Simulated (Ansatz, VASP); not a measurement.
# MgTiF4 in VASP and in Ansatz

```
Mg Ti F
1.0
     3.60304    0.00000    0.00000
     0.00000    3.60304    0.00000
     0.00000    0.00000    5.11337
Mg Ti F
1 1 4
Cartesian
  0.0000 0.0000 2.5567
  1.8015 1.8015 0.0000
  1.8015 0.0000 1.3050
  1.8015 0.0000 3.8084
  0.0000 1.8015 3.8084
  0.0000 1.8015 1.3050
```

Alike in both runs: task relaxation of cell and atoms; functional PBE; k mesh 10 × 10 × 8; occupations gaussian, width 0.01 eV; no spin polarisation.

|  | VASP | Ansatz |
| --- | --- | --- |
| version | VASP 6.6.1 | Ansatz 0.2.0 |
| potentials or method | VASP PAW PBE potentials, release 64 (Mg, Ti_sv, F), cutoff 600 eV | scalar-relativistic, plane waves, PAW |
| valence electrons in the cell | 42 | 50 |

```csv
,VASP,Ansatz,Ansatz less VASP
"gap on the k mesh at the Fermi level, each at its own relaxed structure (eV)",none,none,-
relaxed volume (Å³/atom),10.74,10.81,+0.067
relaxed length of the cell vector where the two differ most in proportion (Å),3.502,3.512,+0.0091
```

A gap of «none» marks a metal or a gap that the smearing closes. VASP's potentials hold 42 valence electrons a cell and Ansatz's 50, so a difference there can come from the potentials and not from the codes.
